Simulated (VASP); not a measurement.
# SiC (P6_3mc) in VASP: further runs

SiC is run at these levels: PBE, PBEsol; tasks: single point.

Everything below comes from runs of VASP 6.6.1. Logs are shortened: lines on timing, memory, paths and dates and some standing lists are left out, and cuts for length are marked.

## Step 1: The cell of the first run

Symmetry: P6_3mc, No. 186, hexagonal system. Conventional cell: a = 3.092 Å, b = 3.092 Å, c = 5.074 Å, α = 90.00°, β = 90.00°, γ = 120.00°. Si (site symmetry 3m) has 4 C at 1.89 to 1.91 Å within 2.5 Å. Within 2.5 Å of C (site symmetry 3m) lie 4 Si at 1.89 to 1.91 Å.

## Step 2: Single point, PBE

Contents of INCAR:

```
SYSTEM = SiC
PREC     = Accurate       ! precision mode
ENCUT    = 520            ! plane-wave cutoff, eV
EDIFF    = 1E-6           ! SCF threshold, eV
ISMEAR   = 0              ! smearing method
SIGMA    = 0.02           ! smearing width, eV
LREAL    = .False.        ! projectors in reciprocal space
LASPH    = .True.         ! aspherical terms in the spheres
NELM     = 100            ! most SCF steps
ALGO     = Normal         ! electronic algorithm
ISIF     = 2              ! what is computed and relaxed
LWAVE    = .False.        ! write WAVECAR
LCHARG   = .False.        ! write CHGCAR
GGA      = PE             ! functional
NBANDS   = 16             ! bands
```

Contents of KPOINTS:

```
Automatic mesh
0
Gamma
  12 12 6
  0 0 0
```

Contents of POSCAR:

```
SiC
1.0
    3.0918546585      0.0000000000      0.0000000000
   -1.5459273292      2.6776246791      0.0000000000
    0.0000000000      0.0000000000      5.0743103156
Si C
2 2
Direct
    0.6666666667      0.3333333333      0.5045786478
    0.3333333333      0.6666666667      0.0045786478
    0.6666666667      0.3333333333      0.8804213422
    0.3333333333      0.6666666667      0.3804213422
```

Potentials or basis: VASP PAW PBE potentials, release 64 (Si, C).

Command:

```bash
$ cat potpaw_PBE.64/Si/POTCAR potpaw_PBE.64/C/POTCAR > POTCAR
$ mpirun -np 1 vasp_std > vasp.out
```

OUTCAR:

```text
SYSTEM = SiC
   PREC = Accurate
   ENCUT = 520
   EDIFF = 1E-6
   ISMEAR = 0
   LREAL = .False.
   LASPH = .True.
   NELM = 100
   ISIF = 2
   GGA = PE

 ion  position               nearest neighbor table
   1  0.667  0.333  0.505-   4 1.89   4 1.89   4 1.89   3 1.91   2 3.10   2 3.10   2 3.10   2 3.10
                             2 3.10   2 3.10
   2  0.333  0.667  0.005-   3 1.89   3 1.89   3 1.89   4 1.91   1 3.10   1 3.10   1 3.10   1 3.10
                             1 3.10   1 3.10
   3  0.667  0.333  0.880-   2 1.89   2 1.89   2 1.89   1 1.91
   4  0.333  0.667  0.380-   1 1.89   1 1.89   1 1.89   2 1.91

  LATTYP: Found a hexagonal cell.
 ALAT       =     3.0918546585
 C/A-ratio  =     1.6411865615

  Lattice vectors:

 A1 = (   3.0918546585,   0.0000000000,   0.0000000000)
 A2 = (  -1.5459273292,   2.6776246791,   0.0000000000)
 A3 = (   0.0000000000,   0.0000000000,   5.0743103156)

Analysis of symmetry for initial positions (statically):
=====================================================================
 Subroutine PRICEL returns:
 Original cell was already a primitive cell.

 Routine SETGRP: Setting up the symmetry group for a
 hexagonal supercell.

 Subroutine GETGRP returns: Found 12 space group operations
 (whereof  6 operations were pure point group operations)
 out of a pool of 24 trial point group operations.

The static configuration has the point symmetry C_3v.
 The point group associated with its full space group is C_6v.

Analysis of symmetry for dynamics (positions and initial velocities):
=====================================================================
 Subroutine PRICEL returns:
 Original cell was already a primitive cell.

 Routine SETGRP: Setting up the symmetry group for a
 hexagonal supercell.

 Subroutine GETGRP returns: Found 12 space group operations
 (whereof  6 operations were pure point group operations)
 out of a pool of 24 trial point group operations.

The dynamic configuration has the point symmetry C_3v.
 The point group associated with its full space group is C_6v.

 Subroutine INISYM returns: Found 12 space group operations
 (whereof  6 operations are pure point group operations),
 and found     1 'primitive' translations

----------------------------------------------------------------------------------------

                                     Primitive cell

  volume of cell :      42.0093

  direct lattice vectors                    reciprocal lattice vectors
     3.091854658  0.000000000  0.000000000     0.323430468  0.186732668  0.000000000
    -1.545927329  2.677624679  0.000000000     0.000000000  0.373465336  0.000000000
     0.000000000  0.000000000  5.074310316     0.000000000  0.000000000  0.197071117
[... 90 lines left out ...]
   EDIFFG = 0.1E-04   stopping-criterion for IOM
   NSW    =      0    number of steps for IOM
   IBRION =     -1    ionic relax: 0-MD 1-quasi-New 2-CG
   NFREE  =      0    steps in history (QN), initial steepest desc. (CG)
   ISIF   =      2    stress and relaxation
   ISYM   =      2    0-nonsym 1-usesym 2-fastsym
   POTIM  = 0.5000    time-step for ionic-motion
   TEBEG  =    0.0;   TEEND  =   0.0 temperature during run
   PSTRESS=    0.0 pullay stress
   NELECT =      16.0000    total number of electrons
   NUPDOWN=      -1.0000    fix difference up-down
   EMIN   =  10.00;   EMAX   =-10.00  energy-range for DOS
   EFERMI =   0.00;   METHOD = LEGACY
   ISMEAR =     0;   SIGMA  =   0.02  broadening in eV -4-tet -1-fermi 0-gaus
   EFERMI_NEDOS =   21; number of points for ismear=-14 and -15
   IALGO  =     38    algorithm
   IMIX   =      4    mixing-type and parameters
     AMIX     =   0.40;   BMIX     =  1.00
     AMIX_MAG =   1.60;   BMIX_MAG =  1.00
  volume/ion in A,a.u.               =      10.50        70.87
  Fermi-wavevector in a.u.,A,eV,Ry     =   1.186678  2.242496 19.159788  1.408205
  Thomas-Fermi vector in A             =   2.322846
   LORBIT       =      0    0 simple, 1 ext, 2 COOP (PROOUT), +10 PAW based schemes
   GGA     = PE    functional components
   LHFCALC =     F    Hartree Fock is set to
   AEXX    =    0.0000 exact exchange contribution
   IVDW    =     0    specifies the selected vdW correction
   LEPSILON=     F    determine dielectric tensor
   LRPA    =     F    only Hartree local field effects (RPA)
 non-spin polarized calculation
 Gauss-broadening in eV      SIGMA  =   0.02
  energy-cutoff  :      520.00
  volume of cell :       42.01
 maximum number of plane-waves:      1170
 NGX is ok and might be reduce to    24
   NGX = 11   NGY = 11   NGZ = 19

 number of electron      16.0000000 magnetization

 Free energy of the ion-electron system (eV)
  ---------------------------------------------------
  ext. energy  EPLUGINS =         0.00000000
  ---------------------------------------------------
  free energy    TOTEN  =       -30.11026383 eV

  energy without entropy =      -30.11026383  energy(sigma->0) =      -30.11026383

 E-fermi :   8.2520     XC(G=0): -11.2828

 val. band max:        8.0844783866   @ k =   0.0000   0.0000   0.0000
 cond. band min:      10.3878275989   @ k =   0.3333   0.3333   0.0000
 fundamental gap:      2.3033492123
 Fermi energy:         8.2520215808

 k-point     1 :       0.0000    0.0000    0.0000
  band No.  band energies     occupation
      1      -7.3612      2.00000
      2      -3.8522      2.00000
      3      -0.5241      2.00000
      4       6.7753      2.00000
      5       6.7753      2.00000
      6       7.9745      2.00000
[... 433 lines left out ...]
      3       0.8017      2.00000
      4       2.5086      2.00000
      5       3.3301      2.00000
      6       5.2629      2.00000
[... 8 lines left out ...]
     15      19.2428      0.00000
     16      20.1308      0.00000

 [... further k-points ...]
[... 5 lines left out ...]
  --------------------------------------------------------------------------------------
  -------------------------------------------------------------------------------------
  Total       -0.0091582     -0.0091582     -0.0109006     -0.0000000      0.0000000      0.0000000
  in kB       -0.3492810     -0.3492810     -0.4157330     -0.0000000      0.0000000      0.0000000
  external PRESSURE =      -0.3714317 kB  Pullay stress =       0.0000000 kB

 VOLUME and BASIS-vectors are now :
 -----------------------------------------------------------------------------
  energy-cutoff  :      520.00
  volume of cell :       42.01
      direct lattice vectors                 reciprocal lattice vectors
     3.091854658  0.000000000  0.000000000     0.323430468  0.186732668  0.000000000
    -1.545927329  2.677624679  0.000000000     0.000000000  0.373465336  0.000000000
     0.000000000  0.000000000  5.074310316     0.000000000  0.000000000  0.197071117

 POSITION                                       TOTAL-FORCE (eV/Angst)
 -----------------------------------------------------------------------------------
      1.54593      0.89254      2.56039         0.000000      0.000000      0.000880
     -0.00000      1.78508      0.02323        -0.000000      0.000000      0.000880
      1.54593      0.89254      4.46753        -0.000000      0.000000     -0.000880
     -0.00000      1.78508      1.93038         0.000000     -0.000000     -0.000880
 -----------------------------------------------------------------------------------
    total drift:                               -0.000000      0.000000     -0.000139

  FREE ENERGIE OF THE ION-ELECTRON SYSTEM (eV)
  ---------------------------------------------------
  free  energy   TOTEN  =       -30.1102638251 eV

  energy  without entropy=      -30.1102638251  energy(sigma->0) =      -30.11026383
```

Run time: 22 s. Hardware: 1 thread of Intel Xeon Platinum 8488C (Sapphire Rapids), shared host; peak memory 0.17 GiB.

Results:

```yaml
Free_energy: -30.1103 eV
Pressure: 0.0 GPa
Band_gap_on_the_k_mesh: 2.30 eV, indirect (least direct gap 3.94 eV)
```

A k mesh can miss the band edges.

(Part 1 of 3 ends here.)
